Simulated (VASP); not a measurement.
Input of a VASP 6.6.1 run:

Contents of INCAR:

```
SYSTEM = Hf2C
  ALGO = Normal
  EDIFF = 1E-6
  ENCUT = 520
  GGA = PE
  ISIF = 2
  ISMEAR = 0
  LASPH = .True.
  LCHARG = .True.
  LELF = .True.
  LREAL = .False.
  LVHAR = .True.
  LWAVE = .False.
  NBANDS = 19
  NELM = 80
  PREC = Accurate
  SIGMA = 0.1
```

The input KPOINTS:

```
k-points
0
Gamma
  6 6 6
  0 0 0
```

Contents of POSCAR:

```
Hf2C
1.0
    2.2386030900      1.2924581000      3.0212059100
   -2.2386030900      1.2924581000      3.0212059100
    0.0000000000     -2.5849162000      3.0212059100
Hf C
2 1
Direct
    0.2032343100      0.2032343100      0.2032343100
    0.7967656900      0.7967656900      0.7967656900
    0.0000000000      0.0000000000      0.0000000000
```

Potentials or basis: VASP PAW PBE potentials, release 64 (Hf_pv, C).

The run is started by

```console
$ cat potpaw_PBE.64/Hf_pv/POTCAR potpaw_PBE.64/C/POTCAR > POTCAR
$ mpirun -np 1 vasp_std > vasp.out
```

**Question.** What does it give for the pressure?

**Answer.** 33.4 GPa.

**Question.** Predict the largest force.

**Answer.** 9.001 eV/Å.

**Question.** Estimate the band gap on the k mesh.

**Answer.** Zero (band 12 reaches 5.18 eV, above the bottom of band 13 at 4.47 eV).

Stress tensor (GPa, compression positive):
```
13.09  0.00  0.00
 0.00 13.09  0.00
 0.00  0.00 74.11
```

Caveat: spin-orbit coupling is left out, which moves the levels of the heavy elements; forces of over 1 eV/Å act on the atoms, so gaps and moduli don't describe the material at rest.
